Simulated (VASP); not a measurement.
# HfN (CsCl type) (Pm-3m) in VASP: further runs

Runs on HfN (CsCl type). Level: PBE. Tasks: density of states.

All numbers are computed with VASP 6.6.1; they aren't measurements. Logs are shortened: lines on timing, memory, paths and dates and some standing lists are left out, and cuts for length are marked.

## 1. The cell of the first run

It takes space group Pm-3m (No. 221, cubic). The conventional cell has a = 2.315 Å, b = 2.315 Å, c = 2.315 Å, α = 90.00°, β = 90.00°, γ = 90.00°. Within 2.7 Å of Hf (site symmetry m-3m) lie 8 N at 2.00 Å and 6 Hf at 2.31 Å. Within 2.7 Å of N (site symmetry m-3m) lie 8 Hf at 2.00 Å and 6 N at 2.31 Å.

## 2. Density of states, PBE (volume scaled by 0.55)

POSCAR

```
HfN
1.0
    2.3146800532      0.0000000000      0.0000000000
    0.0000000000      2.3146800532      0.0000000000
    0.0000000000      0.0000000000      2.3146800532
Hf N
1 1
Direct
    0.0000000000      0.0000000000      0.0000000000
    0.5000000000      0.5000000000      0.5000000000
```

INCAR.step1

```
SYSTEM = HfN
PREC = Accurate
ENCUT = 520
EDIFF = 1E-6
ISMEAR = -1
SIGMA = 0.05
LREAL = .False.
LASPH = .True.
NELM = 80
ALGO = Normal
ISIF = 2
LWAVE = .False.
LCHARG = .True.
LMAXMIX = 4
GGA = PE
NBANDS = 14
```

KPOINTS.step1

```
Automatic mesh
0
Gamma
  14 14 14
  0 0 0
```

INCAR.step2

```
SYSTEM = HfN
PREC = Accurate
ENCUT = 520
EDIFF = 1E-6
ISMEAR = -5
SIGMA = 0.05
LREAL = .False.
LASPH = .True.
NELM = 80
ALGO = Normal
ISIF = 2
LWAVE = .False.
LCHARG = .False.
LMAXMIX = 4
GGA = PE
LORBIT = 11
NBANDS = 14
NEDOS = 2001
ICHARG = 11
```

KPOINTS.step2

```
Automatic mesh
0
Gamma
  21 21 21
  0 0 0
```

Potentials or basis: VASP PAW PBE potentials, release 64 (Hf_pv, N).

Launch:

```bash
> cat potpaw_PBE.64/Hf_pv/POTCAR potpaw_PBE.64/N/POTCAR > POTCAR
> cp INCAR.step1 INCAR
> cp KPOINTS.step1 KPOINTS
> mpirun -np 1 vasp_std > vasp.out
> cp INCAR.step2 INCAR
> cp KPOINTS.step2 KPOINTS
> mpirun -np 1 vasp_std > vasp.out
```

OUTCAR:

```text
SYSTEM = HfN
   PREC = Accurate
   ENCUT = 520
   EDIFF = 1E-6
   ISMEAR = -5
   LREAL = .False.
   LASPH = .True.
   NELM = 80
   ISIF = 2
   GGA = PE
   LORBIT = 11
   ICHARG = 11

 ion  position               nearest neighbor table
   1  0.000  0.000  0.000-   2 2.00   2 2.00   2 2.00   2 2.00   2 2.00   2 2.00   2 2.00   2 2.00

   2  0.500  0.500  0.500-   1 2.00   1 2.00   1 2.00   1 2.00   1 2.00   1 2.00   1 2.00   1 2.00

  LATTYP: Found a simple cubic cell.
 ALAT       =     2.3146800532

  Lattice vectors:

 A1 = (   2.3146800532,   0.0000000000,   0.0000000000)
 A2 = (   0.0000000000,   2.3146800532,   0.0000000000)
 A3 = (   0.0000000000,   0.0000000000,   2.3146800532)

Analysis of symmetry for initial positions (statically):
=====================================================================
 Subroutine PRICEL returns:
 Original cell was already a primitive cell.

 Routine SETGRP: Setting up the symmetry group for a
 simple cubic supercell.

 Subroutine GETGRP returns: Found 48 space group operations
 (whereof 48 operations were pure point group operations)
 out of a pool of 48 trial point group operations.

The static configuration has the point symmetry O_h .

Analysis of symmetry for dynamics (positions and initial velocities):
=====================================================================
 Subroutine PRICEL returns:
 Original cell was already a primitive cell.

 Routine SETGRP: Setting up the symmetry group for a
 simple cubic supercell.

 Subroutine GETGRP returns: Found 48 space group operations
 (whereof 48 operations were pure point group operations)
 out of a pool of 48 trial point group operations.

The dynamic configuration has the point symmetry O_h .

 Subroutine INISYM returns: Found 48 space group operations
 (whereof 48 operations are pure point group operations),
 and found     1 'primitive' translations

----------------------------------------------------------------------------------------

                                     Primitive cell

  volume of cell :      12.4015

  direct lattice vectors                    reciprocal lattice vectors
     2.314680053  0.000000000  0.000000000     0.432025151  0.000000000  0.000000000
     0.000000000  2.314680053  0.000000000     0.000000000  0.432025151  0.000000000
     0.000000000  0.000000000  2.314680053     0.000000000  0.000000000  0.432025151

  length of vectors
     2.314680053  2.314680053  2.314680053     0.432025151  0.432025151  0.432025151

  position of ions in fractional coordinates (direct lattice)
     0.000000000  0.000000000  0.000000000
     0.500000000  0.500000000  0.500000000
[... 94 lines left out ...]
   ISMEAR =    -5;   SIGMA  =   0.05  broadening in eV -4-tet -1-fermi 0-gaus
   EFERMI_NEDOS =   21; number of points for ismear=-14 and -15
   IALGO  =     38    algorithm
   IMIX   =      4    mixing-type and parameters
     AMIX     =   0.40;   BMIX     =  1.00
     AMIX_MAG =   1.60;   BMIX_MAG =  1.00
  volume/ion in A,a.u.               =       6.20        41.84
  Fermi-wavevector in a.u.,A,eV,Ry     =   1.744272  3.296197 41.395533  3.042486
  Thomas-Fermi vector in A             =   2.816184
   LORBIT       =     11    0 simple, 1 ext, 2 COOP (PROOUT), +10 PAW based schemes
   GGA     = PE    functional components
   LHFCALC =     F    Hartree Fock is set to
   AEXX    =    0.0000 exact exchange contribution
   IVDW    =     0    specifies the selected vdW correction
   LEPSILON=     F    determine dielectric tensor
   LRPA    =     F    only Hartree local field effects (RPA)
 non-spin polarized calculation
 Fermi weights with tetrahedron method with Bloechl corrections
  energy-cutoff  :      520.00
  volume of cell :       12.40
 maximum number of plane-waves:       342
 NGX is ok and might be reduce to    18

 number of electron      15.0000002 magnetization

 Free energy of the ion-electron system (eV)
  ---------------------------------------------------
  ext. energy  EPLUGINS =         0.00000000
  ---------------------------------------------------
  free energy    TOTEN  =       -10.75936264 eV

  energy without entropy =      -10.75936264  energy(sigma->0) =      -10.75936264

 E-fermi :  14.4480     XC(G=0): -16.4311

 val. band max:       14.4468965105   @ k =   0.4762   0.2857   0.0000
 cond. band min:      14.3577016905   @ k =   0.1429   0.1429   0.0952
 fundamental gap:     -0.0891948200
 Fermi energy:        14.4479820791

 k-point     1 :       0.0000    0.0000    0.0000
  band No.  band energies     occupation
      1     -14.2595      2.00000
      2     -14.2595      2.00000
      3     -14.2595      2.00000
      4      -5.7952      2.00000
      5       8.4180      2.00000
      6       8.4180      2.00000
      7      13.6069      2.00000
      8      13.6069      2.00000
      9      13.6069      2.00000
     10      25.5123      0.00000
     11      25.5123      0.00000
     12      25.5123      0.00000
     13      28.7665      0.00000
     14      30.1391      0.00000
[... 377 lines left out ...]
      1     -16.9699      2.00000
      2     -14.7831      2.00000
      3     -13.9247      2.00000
      4      -3.2394      2.00000
      5       8.5407      2.00000
      6       9.6738      2.00000
      7      11.7589      2.00000
      8      11.9340      2.00000
      9      15.1861     -0.07944
     10      23.9977      0.00000
     11      25.2543      0.00000
     12      27.5709      0.00000
     13      28.9394      0.00000
     14      31.9964      0.00000

 [... further k-points ...]
[... 5 lines left out ...]
  --------------------------------------------------------------------------------------
  -------------------------------------------------------------------------------------
  Total       37.8890151     37.8890151     37.8890151     -0.0000000      0.0000000      0.0000000
  in kB     4894.9807806   4894.9807806   4894.9807806     -0.0000000      0.0000000      0.0000000
  external PRESSURE =    4894.9807806 kB  Pullay stress =       0.0000000 kB

 VOLUME and BASIS-vectors are now :
 -----------------------------------------------------------------------------
  energy-cutoff  :      520.00
  volume of cell :       12.40
      direct lattice vectors                 reciprocal lattice vectors
     2.314680053  0.000000000  0.000000000     0.432025151  0.000000000  0.000000000
     0.000000000  2.314680053  0.000000000     0.000000000  0.432025151  0.000000000
     0.000000000  0.000000000  2.314680053     0.000000000  0.000000000  0.432025151

 POSITION                                       TOTAL-FORCE (eV/Angst)
 -----------------------------------------------------------------------------------
      0.00000      0.00000      0.00000         0.000000      0.000000      0.000000
      1.15734      1.15734      1.15734         0.000000      0.000000      0.000000
 -----------------------------------------------------------------------------------
    total drift:                                0.000000     -0.000000      0.000000

  FREE ENERGIE OF THE ION-ELECTRON SYSTEM (eV)
  ---------------------------------------------------
  free  energy   TOTEN  =       -10.7593626408 eV

  energy  without entropy=      -10.7593626408  energy(sigma->0) =      -10.75936264

 total charge

# of ion       s       p       d       tot
------------------------------------------
    1        0.533   7.431   3.454  11.419
    2        1.307   2.967   0.000   4.274
--------------------------------------------------
tot          1.841  10.397   3.454  15.692
```

OUTCAR.step1:

```text
SYSTEM = HfN
   PREC = Accurate
   ENCUT = 520
   EDIFF = 1E-6
   ISMEAR = -1
   LREAL = .False.
[... 631 lines left out ...]
      0.00000      0.00000      0.00000         0.000000      0.000000      0.000000
      1.15734      1.15734      1.15734         0.000000      0.000000      0.000000
 -----------------------------------------------------------------------------------
    total drift:                                0.000000     -0.000000      0.000000

  FREE ENERGIE OF THE ION-ELECTRON SYSTEM (eV)
  ---------------------------------------------------
  free  energy   TOTEN  =       -10.7682409247 eV

  energy  without entropy=      -10.7646533945  energy(sigma->0) =      -10.76644716
```

Run time: 32 s. Hardware: 1 thread of Intel Xeon 6975P-C, shared host; peak memory 0.17 GiB.

Caveat: the cell differs from its parent crystal (volume scaled by 0.55); spin-orbit coupling is left out, which moves the levels of the heavy elements; tetrahedron occupations give inexact forces and stress in metals.

## 3. Density of states, PBE

This run uses another cell than the first one, of 11.27 Å³/atom, 1.818 times its volume.

POSCAR

```
HfN
1.0
    2.8251189566      0.0000000000      0.0000000000
    0.0000000000      2.8251189566      0.0000000000
    0.0000000000      0.0000000000      2.8251189566
Hf N
1 1
Direct
    0.0000000000      0.0000000000      0.0000000000
    0.5000000000      0.5000000000      0.5000000000
```

INCAR.step1

```
SYSTEM = HfN
ALGO = Normal
EDIFF = 1E-6
ENCUT = 520
GGA = PE
ISIF = 2
ISMEAR = -1
LASPH = .TRUE.
LCHARG = .TRUE.
LMAXMIX = 4
LREAL = .FALSE.
LWAVE = .FALSE.
NBANDS = 14
NELM = 80
PREC = Accurate
SIGMA = 0.05
```

KPOINTS.step1

```
k-points
0
G
  14 14 14
  0 0 0
```

INCAR.step2

```
SYSTEM = HfN
ALGO = Normal
EDIFF = 1E-6
ENCUT = 520
GGA = PE
ICHARG = 11
ISIF = 2
ISMEAR = -5
LASPH = .TRUE.
LCHARG = .FALSE.
LMAXMIX = 4
LORBIT = 11
LREAL = .FALSE.
LWAVE = .FALSE.
NBANDS = 14
NEDOS = 1001
NELM = 80
PREC = Accurate
SIGMA = 0.05
```

KPOINTS.step2

```
k-points
0
G
  21 21 21
  0 0 0
```

Potentials or basis: VASP PAW PBE potentials, release 64 (Hf_pv, N).

Launch:

```bash
> cat potpaw_PBE.64/Hf_pv/POTCAR potpaw_PBE.64/N/POTCAR > POTCAR
> cp INCAR.step1 INCAR
> cp KPOINTS.step1 KPOINTS
> mpirun -np 1 vasp_std > vasp.out
> cp INCAR.step2 INCAR
> cp KPOINTS.step2 KPOINTS
> mpirun -np 1 vasp_std > vasp.out
```

Wall time 42 s (1 thread of Intel Xeon 6975P-C, shared host); peak memory 0.21 GiB.

Results (log left out):

* Valence electrons inside the program's atomic spheres: Hf 8.56; N 3.67

Levels at points of the mesh, in eV from the Fermi level:
| k point | band 6 | band 7 | band 8 | band 9 | band 10 | band 11 |
| --- | --- | --- | --- | --- | --- | --- |
| (0.00, 0.00, 0.00) | -2.35 | -1.05 | -1.05 | -1.05 | 3.36 | 6.41 |

Caveat: spin-orbit coupling is left out, which moves the levels of the heavy elements; tetrahedron occupations give inexact forces and stress in metals.

## 4. Density of states, PBE

This run uses another cell than the first one, of 11.27 Å³/atom, 1.818 times its volume.

POSCAR is that of step 3.

INCAR.step1

```
PREC = Accurate
ENCUT = 520
EDIFF = 1E-6
ISMEAR = -1
SIGMA = 0.05
LREAL = F
LASPH = T
NELM = 80
ALGO = Normal
ISIF = 2
LWAVE = F
LCHARG = T
LMAXMIX = 4
GGA = PE
NBANDS = 14
```

KPOINTS.step1

```
regular mesh
0
Gamma
  14 14 14
```

INCAR.step2

```
PREC = Accurate
ENCUT = 520
EDIFF = 1E-6
ISMEAR = -5
SIGMA = 0.05
LREAL = F
LASPH = T
NELM = 80
ALGO = Normal
ISIF = 2
LWAVE = F
LCHARG = F
LMAXMIX = 4
GGA = PE
LORBIT = 10
NEDOS = 1001
ICHARG = 11
```

KPOINTS.step2

```
regular mesh
0
Gamma
  21 21 21
```

Launch:

```bash
> cat potpaw_PBE.64/Hf_pv/POTCAR potpaw_PBE.64/N/POTCAR > POTCAR
> cp INCAR.step1 INCAR
> cp KPOINTS.step1 KPOINTS
> mpirun -np 1 vasp_std > vasp.out
> cp INCAR.step2 INCAR
> cp KPOINTS.step2 KPOINTS
> mpirun -np 1 vasp_std > vasp.out
```

Wall time 39 s (1 thread of Intel Xeon 6975P-C, shared host); peak memory 0.2 GiB.

It converged, with:

| Property | Result |
| --- | --- |
| Valence electrons inside the program's atomic spheres | Hf 8.56; N 3.67 |

Levels at points of the mesh, in eV from the Fermi level:
| k point | band 6 | band 7 | band 8 | band 9 | band 10 | band 11 |
| --- | --- | --- | --- | --- | --- | --- |
| (0.00, 0.00, 0.00) | -2.35 | -1.05 | -1.05 | -1.05 | 3.36 | 6.41 |

Caveat: spin-orbit coupling is left out, which moves the levels of the heavy elements; tetrahedron occupations give inexact forces and stress in metals.
